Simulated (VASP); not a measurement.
A run of VASP 6.6.1:

File INCAR:

```
PREC     = Accurate       # precision mode
ENCUT    = 500            # plane-wave cutoff, eV
EDIFF    = 1E-6           # SCF threshold, eV
ISMEAR   = 0              # smearing method
SIGMA    = 0.01           # smearing width, eV
LREAL    = F              # projectors in reciprocal space
LASPH    = T              # aspherical terms in the spheres
NELM     = 120            # most SCF steps
ALGO     = Normal         # electronic algorithm
ISIF     = 2              # what is computed and relaxed
LWAVE    = F              # write WAVECAR
LCHARG   = F              # write CHGCAR
GGA      = PS             # functional
NBANDS   = 19             # bands
GGA_COMPAT= F
```

KPOINTS

```
Automatic mesh
0
Gamma
  3 3 3
```

Contents of POSCAR:

```
SrCl2
1.0
    0.0000000000      3.4976509413      3.4976509413
    3.4976509413      0.0000000000      3.4976509413
    3.4976509413      3.4976509413      0.0000000000
Sr Cl
1 2
Direct
    0.0000000000      0.0000000000      0.0000000000
    0.2500000000      0.2500000000      0.2500000000
    0.7500000000      0.7500000000      0.7500000000
```

Potentials or basis: VASP PAW PBE potentials, release 64 (Sr_sv, Cl).

Launch:

```bash
$ cat potpaw_PBE.64/Sr_sv/POTCAR potpaw_PBE.64/Cl/POTCAR > POTCAR
$ mpirun -np 1 vasp_std > vasp.out
```

Hardware: 1 thread of Intel Xeon 8259CL, on a shared host.

Question: How long does it take, and how much memory?

Answer: Run time: 18 s on 1 thread of Intel Xeon 8259CL, with other jobs on the host, peak memory 0.2 GiB. Counts: scf iterations 14, k points 4.
